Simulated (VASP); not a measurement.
# Si3N4 (P6_3/m) in VASP: settings compared

The runs below take Si3N4 through single point, with r2SCAN, PBE.

All numbers are computed with VASP 6.6.1; they aren't measurements. Logs are shortened: lines on timing, memory, paths and dates and some standing lists are left out, and cuts for length are marked.

## Step 1: The cell of the first run

It takes space group P6_3/m (No. 176, hexagonal). The conventional cell has a = 7.454 Å, b = 7.454 Å, c = 2.848 Å, α = 90.00°, β = 90.00°, γ = 120.00°. Within 2.3 Å of Si (site symmetry m) lie 4 N at 1.70 Å. Within 2.3 Å of N (site symmetry -6) lie 3 Si at 1.70 Å. N (site symmetry m) has 3 Si at 1.70 Å within 2.3 Å.

## Step 2: Single point, r2SCAN (strain -2.0%)

POSCAR

```
Si3N4
1.0
    7.4535507747      0.0000000000      0.0000000000
   -3.7267753873      6.4549643193      0.0000000000
    0.0000000000      0.0000000000      2.8475335371
Si N
6 8
Direct
    0.2341908837      0.8279094737      0.7500000000
    0.4062814100      0.2341908837      0.2500000000
    0.8279094737      0.5937185900      0.2500000000
    0.1720905263      0.4062814100      0.7500000000
    0.5937185900      0.7658091163      0.7500000000
    0.7658091163      0.1720905263      0.2500000000
    0.3333333333      0.6666666667      0.7500000000
    0.6666666667      0.3333333333      0.2500000000
    0.9721564519      0.6705090459      0.7500000000
    0.3016474060      0.9721564519      0.2500000000
    0.6705090459      0.6983525940      0.2500000000
    0.3294909541      0.3016474060      0.7500000000
    0.0278435481      0.3294909541      0.2500000000
    0.6983525940      0.0278435481      0.7500000000
```

INCAR.step1

```
SYSTEM = Si3N4
PREC = Accurate
ENCUT = 520
ISMEAR = 0
SIGMA = 0.01
LREAL = .FALSE.
LASPH = .TRUE.
NELM = 100
NBANDS = 45
GGA = PE
ALGO = Normal
EDIFF = 1E-4
LWAVE = .TRUE.
LCHARG = .FALSE.
```

INCAR.step2

```
SYSTEM = Si3N4
PREC = Accurate
ENCUT = 520
EDIFF = 1E-7
ISMEAR = 0
SIGMA = 0.01
LREAL = .FALSE.
LASPH = .TRUE.
NELM = 100
ALGO = Normal
ISIF = 2
LWAVE = .FALSE.
LCHARG = .FALSE.
METAGGA = R2SCAN
LMIXTAU = .TRUE.
NBANDS = 45
ISTART = 1
```

KPOINTS

```
regular mesh
0
G
  6 6 8
  0 0 0
```

Potentials or basis: VASP PAW PBE potentials, release 64 (Si, N).

Started as:

```console
$ cat potpaw_PBE.64/Si/POTCAR potpaw_PBE.64/N/POTCAR > POTCAR
$ cp INCAR.step1 INCAR
$ mpirun -np 1 vasp_std > vasp.out
$ cp INCAR.step2 INCAR
$ mpirun -np 1 vasp_std > vasp.out
```

OUTCAR:

```text
SYSTEM = Si3N4
   PREC = Accurate
   ENCUT = 520
   EDIFF = 1E-7
   ISMEAR = 0
   LREAL = .FALSE.
   LASPH = .TRUE.
   NELM = 100
   ISIF = 2
   METAGGA = R2SCAN
   ISTART = 1

 ion  position               nearest neighbor table
   1  0.234  0.828  0.750-   7 1.70  10 1.70  10 1.70   9 1.70   4 2.94   5 2.94   2 2.99   2 2.99
                             3 2.99   3 2.99
   2  0.406  0.234  0.250-   8 1.70  12 1.70  12 1.70  10 1.70   6 2.94   3 2.94   4 2.99   4 2.99
                             1 2.99   1 2.99
   3  0.828  0.594  0.250-   8 1.70   9 1.70   9 1.70  11 1.70   6 2.94   2 2.94   5 2.99   5 2.99
                             1 2.99   1 2.99
   4  0.172  0.406  0.750-   7 1.70  13 1.70  13 1.70  12 1.70   1 2.94   5 2.94   2 2.99   2 2.99
                             6 2.99   6 2.99
   5  0.594  0.766  0.750-   7 1.70  11 1.70  11 1.70  14 1.70   1 2.94   4 2.94   3 2.99   3 2.99
                             6 2.99   6 2.99
   6  0.766  0.172  0.250-   8 1.70  14 1.70  14 1.70  13 1.70   3 2.94   2 2.94   5 2.99   5 2.99
                             4 2.99   4 2.99
   7  0.333  0.667  0.750-   1 1.70   4 1.70   5 1.70
   8  0.667  0.333  0.250-   6 1.70   3 1.70   2 1.70
   9  0.972  0.671  0.750-   3 1.70   3 1.70   1 1.70
  10  0.302  0.972  0.250-   1 1.70   1 1.70   2 1.70
  11  0.671  0.698  0.250-   5 1.70   5 1.70   3 1.70
  12  0.329  0.302  0.750-   2 1.70   2 1.70   4 1.70
  13  0.028  0.329  0.250-   4 1.70   4 1.70   6 1.70
  14  0.698  0.028  0.750-   6 1.70   6 1.70   5 1.70

  LATTYP: Found a hexagonal cell.
 ALAT       =     7.4535507747
 C/A-ratio  =     0.3820371824

  Lattice vectors:

 A1 = (   7.4535507747,   0.0000000000,   0.0000000000)
 A2 = (  -3.7267753873,   6.4549643193,   0.0000000000)
 A3 = (   0.0000000000,   0.0000000000,   2.8475335371)

Analysis of symmetry for initial positions (statically):
=====================================================================
 Subroutine PRICEL returns:
 Original cell was already a primitive cell.

 Routine SETGRP: Setting up the symmetry group for a
 hexagonal supercell.

 Subroutine GETGRP returns: Found 12 space group operations
 (whereof  6 operations were pure point group operations)
 out of a pool of 24 trial point group operations.

The static configuration has the point symmetry S_6 .
 The point group associated with its full space group is C_6h.

Analysis of symmetry for dynamics (positions and initial velocities):
=====================================================================
 Subroutine PRICEL returns:
 Original cell was already a primitive cell.

 Routine SETGRP: Setting up the symmetry group for a
 hexagonal supercell.

 Subroutine GETGRP returns: Found 12 space group operations
 (whereof  6 operations were pure point group operations)
 out of a pool of 24 trial point group operations.

The dynamic configuration has the point symmetry S_6 .
 The point group associated with its full space group is C_6h.

 Subroutine INISYM returns: Found 12 space group operations
 (whereof  6 operations are pure point group operations),
 and found     1 'primitive' translations

----------------------------------------------------------------------------------------

                                     Primitive cell

  volume of cell :     137.0017

  direct lattice vectors                    reciprocal lattice vectors
     7.453550775  0.000000000  0.000000000     0.134164243  0.077459762  0.000000000
    -3.726775387  6.454964319  0.000000000     0.000000000  0.154919524  0.000000000
     0.000000000  0.000000000  2.847533537     0.000000000  0.000000000  0.351181114

  length of vectors
     7.453550775  7.453550775  2.847533537     0.154919524  0.154919524  0.351181114

  position of ions in fractional coordinates (direct lattice)
     0.234190884  0.827909474  0.750000000
     0.406281410  0.234190884  0.250000000
     0.827909474  0.593718590  0.250000000
     0.172090526  0.406281410  0.750000000
     0.593718590  0.765809116  0.750000000
     0.765809116  0.172090526  0.250000000
     0.333333333  0.666666667  0.750000000
     0.666666667  0.333333333  0.250000000
[... 35 lines left out ...]
     0.022360707  0.012909960  0.000000000     0.166666667 -0.000000000  0.000000000
     0.000000000  0.025819921  0.000000000     0.000000000  0.166666667  0.000000000
     0.000000000  0.000000000  0.043897639     0.000000000  0.000000000  0.125000000

  Length of vectors
     0.025819921  0.025819921  0.043897639

  Shift w.r.t. Gamma in fractional coordinates (k-lattice)
     0.000000000  0.000000000  0.000000000

 Subroutine IBZKPT returns following result:
 ===========================================

 Found     40 irreducible k-points:

 Following reciprocal coordinates:
            Coordinates               Weight
  0.000000  0.000000  0.000000      1.000000
  0.166667  0.000000  0.000000      6.000000
  0.333333  0.000000  0.000000      6.000000
  0.500000  0.000000  0.000000      3.000000
  0.166667  0.166667  0.000000      6.000000
  0.333333  0.166667  0.000000      6.000000
[... 16 lines left out ...]
 -0.333333  0.500000 -0.250000     12.000000
  0.333333  0.333333  0.250000      4.000000
 [... further k-points ...]
   k-points           NKPTS =     40   k-points in BZ     NKDIM =     40   number of bands    NBANDS=     45
   number of dos      NEDOS =    301   number of ions     NIONS =     14
   total plane-waves  NPLWV =  75264
   dimension x,y,z NGX =    56 NGY =   56 NGZ =   24
   dimension x,y,z NGXF=   112 NGYF=  112 NGZF=   48
   ions per type =               6   8
   NGX,Y,Z   is equivalent  to a cutoff of  12.49, 12.49, 14.01 a.u.
   NGXF,Y,Z  is equivalent  to a cutoff of  24.98, 24.98, 28.02 a.u.
 SYSTEM =  Si3N4
   PREC   = accura    normal or accurate (medium, high low for compatibility)
   ISTART =      1    job   : 0-new  1-cont  2-samecut
   ICHARG =      0    charge: 1-file 2-atom 10-const
   ISPIN  =      1    spin polarized calculation?
   LNONCOLLINEAR =      F non collinear calculations
   LSORBIT =      F    spin-orbit coupling
   LASPH  =      T    aspherical Exc in radial PAW
   ENCUT  =  520.0 eV  38.22 Ry    6.18 a.u.  13.86 13.86  5.29*2*pi/ulx,y,z
   NELM   =    100;   NELMIN=  2; NELMDL=  0     # of ELM steps
   EDIFF  = 0.1E-06   stopping-criterion for ELM
   LREAL  =      F    real-space projection
   EDIFFG = 0.1E-05   stopping-criterion for IOM
   NSW    =      0    number of steps for IOM
   IBRION =     -1    ionic relax: 0-MD 1-quasi-New 2-CG
   NFREE  =      0    steps in history (QN), initial steepest desc. (CG)
   ISIF   =      2    stress and relaxation
   ISYM   =      2    0-nonsym 1-usesym 2-fastsym
   POTIM  = 0.5000    time-step for ionic-motion
   TEBEG  =    0.0;   TEEND  =   0.0 temperature during run
   PSTRESS=    0.0 pullay stress
   NELECT =      64.0000    total number of electrons
   NUPDOWN=      -1.0000    fix difference up-down
   EMIN   =  10.00;   EMAX   =-10.00  energy-range for DOS
   EFERMI =   0.00;   METHOD = LEGACY
   ISMEAR =     0;   SIGMA  =   0.01  broadening in eV -4-tet -1-fermi 0-gaus
   EFERMI_NEDOS =   21; number of points for ismear=-14 and -15
   IALGO  =     38    algorithm
   IMIX   =      4    mixing-type and parameters
     AMIX     =   0.40;   BMIX     =  1.00
     AMIX_MAG =   1.60;   BMIX_MAG =  1.00
  volume/ion in A,a.u.               =       9.79        66.04
  Fermi-wavevector in a.u.,A,eV,Ry     =   1.270261  2.400445 21.953846  1.613562
  Thomas-Fermi vector in A             =   2.403258
   LORBIT       =      0    0 simple, 1 ext, 2 COOP (PROOUT), +10 PAW based schemes
   METAGGA = R2SCAN    functional components
   LHFCALC =     F    Hartree Fock is set to
   AEXX    =    0.0000 exact exchange contribution
   IVDW    =     0    specifies the selected vdW correction
   LEPSILON=     F    determine dielectric tensor
   LRPA    =     F    only Hartree local field effects (RPA)
 non-spin polarized calculation
 Gauss-broadening in eV      SIGMA  =   0.01
  energy-cutoff  :      520.00
  volume of cell :      137.00
 maximum number of plane-waves:      3710
   NGX = 27   NGY = 27   NGZ = 11

 number of electron      64.0000006 magnetization

 Free energy of the ion-electron system (eV)
  ---------------------------------------------------
  ext. energy  EPLUGINS =         0.00000000
  ---------------------------------------------------
  free energy    TOTEN  =      -143.71879475 eV

  energy without entropy =     -143.71879475  energy(sigma->0) =     -143.71879475

 E-fermi :   7.2973     XC(G=0): -11.6556

 val. band max:        7.1757764664   @ k =   0.0000   0.0000   0.1250
 cond. band min:      12.4277773941   @ k =   0.0000   0.0000   0.0000
 fundamental gap:      5.2520009276
 Fermi energy:         7.2973346039

 k-point     1 :       0.0000    0.0000    0.0000
  band No.  band energies     occupation
      1     -12.3928      2.00000
      2     -10.7958      2.00000
      3     -10.7958      2.00000
      4     -10.0982      2.00000
      5     -10.0048      2.00000
      6     -10.0048      2.00000
[... 1117 lines left out ...]
     43      16.6747      0.00000
     44      16.6747      0.00000

 [... further k-points ...]

 [bands above 44 left out]

------------------------ aborting loop because EDIFF is reached ----------------------------------------

  FORCE on cell =-STRESS in cart. coord.  units (eV):
  Direction    XX          YY          ZZ          XY          YZ          ZX
  --------------------------------------------------------------------------------------
  -------------------------------------------------------------------------------------
  Total       14.3608846     14.3608846     15.3027921      0.0000001     -0.0000000      0.0000000
  in kB      167.9445317    167.9445317    178.9597451      0.0000017     -0.0000000      0.0000000
  external PRESSURE =     171.6162695 kB  Pullay stress =       0.0000000 kB

 VOLUME and BASIS-vectors are now :
 -----------------------------------------------------------------------------
  energy-cutoff  :      520.00
  volume of cell :      137.00
      direct lattice vectors                 reciprocal lattice vectors
     7.453550775  0.000000000  0.000000000     0.134164243  0.077459762  0.000000000
    -3.726775387  6.454964319  0.000000000     0.000000000  0.154919524  0.000000000
     0.000000000  0.000000000  2.847533537     0.000000000  0.000000000  0.351181114

 POSITION                                       TOTAL-FORCE (eV/Angst)
 -----------------------------------------------------------------------------------
     -1.33988      5.34413      2.13565        -0.001515      0.000189      0.000000
      2.15546      1.51169      0.71188        -0.000921     -0.001217      0.000000
      3.95821      3.83243      0.71188        -0.000594      0.001406      0.000000
     -0.23143      2.62253      2.13565         0.000594     -0.001406      0.000000
      1.57131      4.94327      2.13565         0.000921      0.001217     -0.000000
      5.06665      1.11084      0.71188         0.001515     -0.000189     -0.000000
     -0.00000      4.30331      2.13565        -0.000000      0.000000      0.000000
      3.72678      2.15165      0.71188        -0.000000      0.000000      0.000000
      4.74718      4.32811      2.13565         0.000089      0.001452      0.000000
     -1.37466      6.27524      0.71188        -0.001213      0.000803      0.000000
      2.39507      4.50784      0.71188         0.001302      0.000649     -0.000000
      1.33171      1.94712      2.13565        -0.001302     -0.000649      0.000000
     -1.02041      2.12685      0.71188        -0.000089     -0.001452     -0.000000
      5.10144      0.17973      2.13565         0.001213     -0.000803     -0.000000
 -----------------------------------------------------------------------------------
    total drift:                                0.000000      0.000000     -0.000000

  FREE ENERGIE OF THE ION-ELECTRON SYSTEM (eV)
  ---------------------------------------------------
  free  energy   TOTEN  =      -143.7187947503 eV

  energy  without entropy=     -143.7187947503  energy(sigma->0) =     -143.71879475
```

Run time: 7.2 min. Hardware: 1 thread of Intel Xeon 6975P-C (Granite Rapids), shared host; peak memory 0.37 GiB.

What came out:

```
Free energy            : -143.7188 eV
Pressure               : 17.2 GPa
Band gap on the k mesh : 5.25 eV (least direct gap 5.45 eV)
```

Stress tensor (GPa, compression positive):
```
16.79  0.00  0.00
 0.00 16.79  0.00
 0.00  0.00 17.90
```

Levels at points of the mesh, in eV from the valence-band top:
```csv
k point,band 28,band 29,band 30,band 31,band 32,band 33,band 34,band 35,band 36,band 37
"(0.00, 0.00, 0.00)",-1.38,-1.38,-0.49,-0.39,-0.20,5.25,5.55,5.97,5.97,6.37
"(0.50, 0.00, 0.00)",-1.82,-1.45,-0.83,-0.34,-0.26,5.60,5.72,5.88,6.36,6.58
"(0.00, 0.00, 0.50)",-1.77,-1.77,-1.77,-1.51,-1.51,5.55,5.55,5.55,5.55,8.27
"(0.50, 0.00, 0.50)",-2.07,-1.64,-1.64,-1.17,-1.17,5.72,5.72,6.75,6.75,7.20
```

Caveat: the cell differs from its parent crystal (strain -2.0%); the cell stands under pressure; the PAW data sets were made with another functional, which shifts forces and pressure a little.

## Step 3: Single point, r2SCAN (strain -1.0%)

POSCAR

```
Si3N4
1.0
    7.5296074153      0.0000000000      0.0000000000
   -3.7648037076      6.5208313022      0.0000000000
    0.0000000000      0.0000000000      2.8765900017
Si N
6 8
Direct
    0.2323072919      0.8261484051      0.7500000000
    0.4061588868      0.2323072919      0.2500000000
    0.8261484051      0.5938411132      0.2500000000
    0.1738515949      0.4061588868      0.7500000000
    0.5938411132      0.7676927081      0.7500000000
    0.7676927081      0.1738515949      0.2500000000
    0.3333333333      0.6666666667      0.7500000000
    0.6666666667      0.3333333333      0.2500000000
    0.9703605768      0.6700469691      0.7500000000
    0.3003136078      0.9703605768      0.2500000000
    0.6700469691      0.6996863922      0.2500000000
    0.3299530309      0.3003136078      0.7500000000
    0.0296394232      0.3299530309      0.2500000000
    0.6996863922      0.0296394232      0.7500000000
```

INCAR.step1

```
PREC = Accurate ; ENCUT = 520
ISMEAR = 0 ; SIGMA = 0.01
LREAL = False ; LASPH = True
NELM = 60 ; NBANDS = 45
GGA = PE ; ALGO = Normal
EDIFF = 1E-4 ; LWAVE = True
LCHARG = False
```

INCAR.step2

```
PREC = Accurate ; ENCUT = 520
EDIFF = 1E-6 ; ISMEAR = 0
SIGMA = 0.01 ; LREAL = False
LASPH = True ; NELM = 60
ALGO = Normal ; ISIF = 2
LWAVE = False ; LCHARG = False
METAGGA = R2SCAN ; LMIXTAU = True
NBANDS = 45 ; ISTART = 1
```

KPOINTS

```
regular mesh
0
Gamma
  6 6 8
```

Potentials or basis: VASP PAW PBE potentials, release 64 (Si, N).

Started as:

```console
$ cat potpaw_PBE.64/Si/POTCAR potpaw_PBE.64/N/POTCAR > POTCAR
$ cp INCAR.step1 INCAR
$ mpirun -np 1 vasp_std > vasp.out
$ cp INCAR.step2 INCAR
$ mpirun -np 1 vasp_std > vasp.out
```

Wall time 5.7 min (1 thread of Intel Xeon 6975P-C (Granite Rapids), shared host); peak memory 0.38 GiB.

It converged, with:

* Free energy: -144.0557 eV
* Pressure: 8.0 GPa
* Band gap on the k mesh: 5.13 eV (least direct gap 5.32 eV)

Forces in eV/Å, atoms in the order of the input:
```
Si  -0.002  0.000  0.000
Si  -0.001 -0.002  0.000
Si  -0.001  0.002  0.000
Si   0.001 -0.002  0.000
Si   0.001  0.002  0.000
Si   0.002  0.000  0.000
N    0.000  0.000  0.000
N    0.000  0.000  0.000
N    0.000  0.003  0.000
N   -0.002  0.002  0.000
N    0.003  0.001  0.000
N   -0.003 -0.001  0.000
N    0.000 -0.003  0.000
N    0.002 -0.002  0.000
```

Stress tensor (GPa, compression positive):
```
7.83 0.00 0.00
0.00 7.83 0.00
0.00 0.00 8.30
```

Levels at points of the mesh, in eV from the valence-band top:
| k point | band 28 | band 29 | band 30 | band 31 | band 32 | band 33 | band 34 | band 35 | band 36 | band 37 |
| --- | --- | --- | --- | --- | --- | --- | --- | --- | --- | --- |
| (0.00, 0.00, 0.00) | -1.34 | -1.34 | -0.47 | -0.40 | -0.20 | 5.13 | 5.44 | 5.77 | 5.77 | 6.14 |
| (0.50, 0.00, 0.00) | -1.77 | -1.40 | -0.82 | -0.33 | -0.26 | 5.44 | 5.56 | 5.72 | 6.16 | 6.46 |
| (0.00, 0.00, 0.50) | -1.72 | -1.72 | -1.72 | -1.43 | -1.43 | 5.45 | 5.45 | 5.45 | 5.45 | 8.13 |
| (0.50, 0.00, 0.50) | -2.00 | -1.59 | -1.59 | -1.12 | -1.12 | 5.59 | 5.59 | 6.64 | 6.64 | 7.07 |

Caveat: the cell differs from its parent crystal (strain -1.0%); the cell stands under pressure; the PAW data sets were made with another functional, which shifts forces and pressure a little.

(Continued in part 2 of 2.)
